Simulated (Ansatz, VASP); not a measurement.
## SnSe2: VASP and Ansatz over several settings

```
Sn Se
1.0
     3.81100    0.00000    0.00000
    -1.90550    3.30042    0.00000
     0.00000    0.00000    6.13600
Sn Se
1 2
Direct
  0.00000 0.00000 0.00000
  0.66667 0.33333 0.75100
  0.33333 0.66667 0.24900
```

Single points on this cell with VASP 6.6.1 and Ansatz 0.2.0. Each row is one pair of runs. Alike in all rows: spin: off; k mesh: 8 × 8 × 5; VASP's potentials, cutoff: VASP PAW PBE potentials, release 64 (Sn_d, Se), 520 eV; Ansatz's potentials, cutoff: Ansatz PAW, 420 eV.

```csv
level,smearing,"gap on the k mesh at the Fermi level (eV), VASP","gap on the k mesh at the Fermi level (eV), Ansatz","least direct gap on the mesh (eV), VASP","least direct gap on the mesh (eV), Ansatz","pressure (GPa), VASP","pressure (GPa), Ansatz"
PBE,"gaussian, width 0.014 eV",0.81,0.81,1.09,1.10,5.6,5.5
RPBE,"gaussian, width 0.1 eV",0.88,0.89,1.22,1.23,7.5,7.4
PBE+D4,"gaussian, width 0.1 eV",0.81,0.81,1.09,1.10,3.2,3.2
```

Gap on the k mesh at the fermi level (eV): the two programs differ by at most 0.005; least direct gap on the mesh (eV): the two programs differ by at most 0.011; pressure (GPa): the two programs differ by at most 0.09.

VASP's potentials hold 26 valence electrons a cell and Ansatz's 46, so a difference there can come from the potentials and not from the codes.

Noted on Ansatz's runs: odd divisions of the mesh miss points on the zone boundary, where band edges often lie, so the gap on the mesh can be too wide.
